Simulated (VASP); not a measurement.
Here is a VASP 6.6.1 calculation.

INCAR

```
PREC = Accurate
ENCUT = 520
EDIFF = 1E-7
ISMEAR = 0
SIGMA = 0.05
LREAL = Auto
LASPH = True
NELM = 100
ALGO = Normal
ISIF = 2
LWAVE = False
LCHARG = False
GGA = PS
NBANDS = 53
```

KPOINTS

```
regular mesh
0
Gamma
  2 2 2
```

The input POSCAR:

```
Si16Ge
1.0
    0.0000000000      5.4300000000      5.4300000000
    5.4300000000      0.0000000000      5.4300000000
    5.4300000000      5.4300000000      0.0000000000
Si Ge
16 1
Direct
    0.0008921793      0.0007399340      0.0006829523
    0.1250131232      0.1249876867      0.1249760343
    0.0007941819      0.0006360409      0.4976989172
    0.1206595070      0.1204961441      0.6293297144
    0.0008136307      0.4976984775      0.0005981514
    0.1206459753      0.6293894768      0.1204274599
   -0.0110777312      0.5036739540      0.5036799515
    0.1207215450      0.6292539604      0.6292167973
    0.4976908072      0.0007128393      0.0006554072
    0.6295415008      0.1204618117      0.1204067869
    0.5038591378     -0.0116384496      0.5039152966
    0.6294321784      0.1205111566      0.6292959383
    0.5039306627      0.5039808033     -0.0118379452
    0.6294571207      0.6293581024      0.1204400030
    0.5036296732      0.5035847559      0.5035817090
    0.6252815501      0.6246757076      0.6244587629
    0.3754458180      0.3745070382      0.3741546929
```

Potentials or basis: VASP PAW PBE potentials, release 64 (Si, Ge_d).

Launch:

```console
$ cat potpaw_PBE.64/Si/POTCAR potpaw_PBE.64/Ge_d/POTCAR > POTCAR
$ mpirun -np 1 vasp_std > vasp.out
```

**Question.** Estimate the band gap on the k mesh.

**Answer.** Zero (bands 39 and 40 overlap by 0.31 eV).

**Question.** Estimate the pressure.

**Answer.** 4.7 GPa.

**Question.** Predict the largest force.

**Answer.** 0.019 eV/Å.

Forces on the atoms (eV/Å):
```
Si  -0.001 -0.001  0.000
Si   0.001  0.000  0.000
Si  -0.002 -0.001  0.001
Si   0.002  0.002  0.006
Si  -0.001  0.001 -0.001
Si   0.001  0.007  0.001
Si  -0.012  0.001  0.003
Si  -0.003  0.000  0.000
Si  -0.001  0.000  0.000
Si   0.010  0.000  0.000
Si  -0.005 -0.006  0.004
Si   0.001 -0.005 -0.001
Si  -0.006  0.001 -0.004
Si   0.001  0.000 -0.006
Si  -0.012 -0.006 -0.004
Si   0.008  0.003  0.001
Ge   0.018  0.005  0.000
```

Caveat: the k points lie up to 0.50 Å⁻¹ apart; the PAW data sets were made with another functional, which shifts forces and pressure a little.
